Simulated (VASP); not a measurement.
Here is a VASP 6.6.1 calculation.

File INCAR:

```
SYSTEM = MnO
PREC = Accurate
ENCUT = 600
EDIFF = 1E-6
ISMEAR = -1
SIGMA = 0.01
LREAL = .False.
LASPH = .True.
NELM = 200
ALGO = Normal
ISIF = 2
LWAVE = .False.
LCHARG = .False.
ISPIN = 2
MAGMOM = 2.8 0
LORBIT = 11
LMAXMIX = 4
GGA = LIBXC
LIBXC1 = GGA_X_B88
LIBXC2 = LDA_C_PW
NBANDS = 20
GGA_COMPAT = .False.
```

The input KPOINTS:

```
Automatic mesh
0
Gamma
  5 5 5
  0 0 0
```

Contents of POSCAR:

```
MnO
1.0
    0.0290900000      2.1926600000      2.2145800000
    2.2320800000     -0.0219700000      2.2656400000
    2.2139500000      2.2255900000     -0.0038400000
Mn O
1 1
Direct
    0.9639500014      0.9934400000      0.0283399983
    0.4746799985      0.5215499995      0.4945500015
```

Potentials or basis: VASP PAW PBE potentials, release 64 (Mn_pv, O).

The run is started by

```bash
$ cat potpaw_PBE.64/Mn_pv/POTCAR potpaw_PBE.64/O/POTCAR > POTCAR
$ mpirun -np 1 vasp_std > vasp.out
```

**Question.** Predict the net moment.

**Answer.** 4.90 μB per cell.

**Question.** Estimate the site moments.

**Answer.** Mn +4.42; O +0.24 μB.

**Question.** What does it give for the pressure?

**Answer.** 12.6 GPa.

**Question.** Estimate the largest force.

**Answer.** 0.323 eV/Å.

Forces in eV/Å, atoms in the order of the input:
```
Mn  -0.033 -0.179  0.267
O    0.033  0.179 -0.267
```

Caveat: the k points lie up to 0.50 Å⁻¹ apart; the PAW data sets were made with another functional, which shifts forces and pressure a little; a cell with one magnetic atom can't hold antiferromagnetic order, which such compounds often take.
